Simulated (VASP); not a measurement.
Runs of VASP 6.6.1 on TaSi2. The structure is that of space group P-3m1 (No. 164), or close to it. The cells are those of the table. 

| task | cell | k mesh | cutoff (eV) | gap on the mesh (eV) | pressure (GPa) | relaxed volume (Å³/atom) | largest force (eV/Å) |
| --- | --- | --- | --- | --- | --- | --- | --- |
| single point | a = 2.951, b = 2.951, c = 6.168 Å, angles 90.0, 90.0, 120.0°, 3 atoms | 18 × 18 × 8 | 520 | none | 0.1 | - | 0.01 |
| single point | a = 3.197, b = 3.197, c = 5.241 Å, angles 90.0, 90.0, 120.0°, 3 atoms | 6 × 6 × 4 | 520 | none | 59.1 | - | 7.66 |
| single point | a = 2.952, b = 2.952, c = 6.152 Å, angles 90.0, 90.0, 120.0°, 3 atoms | 6 × 6 × 4 | 520 | none | 0.1 | - | 0.01 |
| relaxation of cell and atoms | relaxed from a = 2.952, b = 2.952, c = 6.152 Å, angles 90.0, 90.0, 120.0°, 3 atoms | 18 × 18 × 8 | 600 | none | 0.0 | 15.52 | - |
| relaxation of cell and atoms | relaxed from a = 3.197, b = 3.197, c = 5.241 Å, angles 90.0, 90.0, 120.0°, 3 atoms | 6 × 6 × 4 | 600 | none | 0.3 | (a) | 0.03 |

Alike in all rows: level PBE; potentials or basis VASP PAW PBE potentials, release 64 (Ta_pv, Si); no spin polarisation; smearing gaussian 0.1 eV.

Fill in the values left out.

(a) 15.46.

Caveats: some runs use coarse meshes; spin-orbit coupling is left out, which moves the levels of the heavy elements; forces of over 1 eV/Å act on the atoms, so gaps and moduli don't describe the material at rest (some runs).

A k mesh can miss the band edges, and the runs leave out spin-orbit coupling on Ta.

A gap of «none» marks levels without a gap at the run's occupations.
